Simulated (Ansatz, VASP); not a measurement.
## AlB2As3: VASP beside Ansatz

Contents of INCAR:

```
SYSTEM = AlB2As3
PREC = Accurate
ENCUT = 600
EDIFF = 1E-7
ISMEAR = 0
SIGMA = 0.1
LREAL = .False.
LASPH = .True.
NELM = 80
ALGO = Normal
ISIF = 3
LWAVE = .False.
LCHARG = .False.
GGA = PE
IBRION = 2
NSW = 90
EDIFFG = -0.04
```

The input KPOINTS:

```
Automatic mesh
0
Gamma
  6 6 2
  0 0 0
```

POSCAR

```
AlB2As3
1.0
    3.6442420500      0.0000000000      0.0000000000
   -1.8221210300      3.1560061900      0.0000000000
    0.0000000000      0.0000000000      8.9265335300
Al B As
1 2 3
Direct
    0.3333333300      0.6666666700      0.6666666700
    0.0000000000      0.0000000000      0.0000000000
    0.6666666700      0.3333333300      0.3333333300
    0.3333333300      0.6666666700      0.9166666700
    0.6666666700      0.3333333300      0.5833333300
    0.0000000000      0.0000000000      0.2500000000
```

Input for Ansatz:

```yaml
crystal:
  lattice:
    - [3.64424205, 0.0, 0.0]
    - [-1.82212103, 3.15600619, 0.0]
    - [0.0, 0.0, 8.92653353]
  atoms:
    - { symbol: Al, position: [0.33333333, 0.66666667, 0.66666667] }
    - { symbol: B, position: [0.0, 0.0, 0.0] }
    - { symbol: B, position: [0.66666667, 0.33333333, 0.33333333] }
    - { symbol: As, position: [0.33333333, 0.66666667, 0.91666667] }
    - { symbol: As, position: [0.66666667, 0.33333333, 0.58333333] }
    - { symbol: As, position: [0.0, 0.0, 0.25] }
basis:
  ecutwfc: 420
kpoints:
  mp_grid: { grid: [6, 6, 2] }
hamiltonian:
  xc: pbe
scf:
  occupations: { method: gaussian, width: 0.1 }
  lower_state_search: "off"
output:
  forces: true
  stress: true
  eigenvalues: true
relax:
  adjacent_minimum: "off"
  f_tol: 0.04
  max_steps: 70
  cell: { stress_tol: 0.4 }
```

Alike in both runs: task relaxation of cell and atoms; functional PBE; k mesh 6 × 6 × 2; occupations gaussian, width 0.1 eV; no spin polarisation.

|  | VASP | Ansatz |
| --- | --- | --- |
| version | VASP 6.6.1 | Ansatz 0.2.0 |
| potentials or method | VASP PAW PBE potentials, release 64 (Al, B, As), cutoff 600 eV | scalar-relativistic, plane waves, PAW |
| valence electrons in the cell | 24 | 54 |

Ansatz gave:

- gap on the k mesh at the Fermi level, each at its own relaxed structure (eV): 0.39
- relaxed volume (Å³/atom): 16.94
- relaxed length of the cell vector where the two differ most in proportion (Å): 3.601

Question: What did VASP give for the same quantities?

Answer: gap on the k mesh at the Fermi level, each at its own relaxed structure (eV): 0.38; relaxed volume (Å³/atom): 16.99; relaxed length of the cell vector where the two differ most in proportion (Å): 3.606.

VASP's potentials hold 24 valence electrons a cell and Ansatz's 54, so a difference there can come from the potentials and not from the codes.
